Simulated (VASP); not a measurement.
Ba: single point with PBE

Ba:

```
CELL_PARAMETERS angstrom
4.49207 0.00000 0.00000
-2.24603 3.89024 0.00000
0.00000 0.00000 14.67094
ATOMIC_POSITIONS crystal
Ba 0.00000 0.00000 0.00000
Ba 0.00000 0.00000 0.50000
Ba 0.33333 0.66667 0.75000
Ba 0.66667 0.33333 0.25000
```

This isn't the form of Ba at room conditions, which is bcc.

| Quantity | Value |
| --- | --- |
| Program | VASP 6.6.1 |
| Task | single point |
| Functional | PBE |
| Potentials or basis | VASP PAW PBE potentials, release 64 (Ba_sv) |
| Cutoff | 520 eV |
| k mesh | 12 × 12 × 4 |
| Occupations | gaussian, width 0.1 eV |
| Spin | no spin polarisation |
| Dipole correction | no |
| Further INCAR settings | ALGO = Fast; EDIFF = 1e-06; NBANDS = 28 |

- Pressure: 0.0 GPa
- Band gap on the k mesh: zero (bands 20 and 21 overlap by 0.12 eV)

Levels at points of the mesh, in eV from the Fermi level:
```
           k point  band 18  band 19  band 20  band 21  band 22  band 23
(0.00, 0.00, 0.00)    -1.87    -1.86    -0.98     0.95     0.98     0.98
(0.50, 0.00, 0.00)    -0.86    -0.51    -0.42     0.08     0.10     0.23
(0.00, 0.00, 0.50)    -2.54    -1.20    -1.20     0.83     0.83     1.44
(0.50, 0.00, 0.50)    -0.78    -0.64    -0.64    -0.03    -0.03     0.69
```

Run time: 9.1 min on 1 thread of Oxide Virtual Turin-like Processor, on a shared host, peak memory 0.53 GiB.

Caveat: spin-orbit coupling is left out, which moves the levels of the heavy elements.
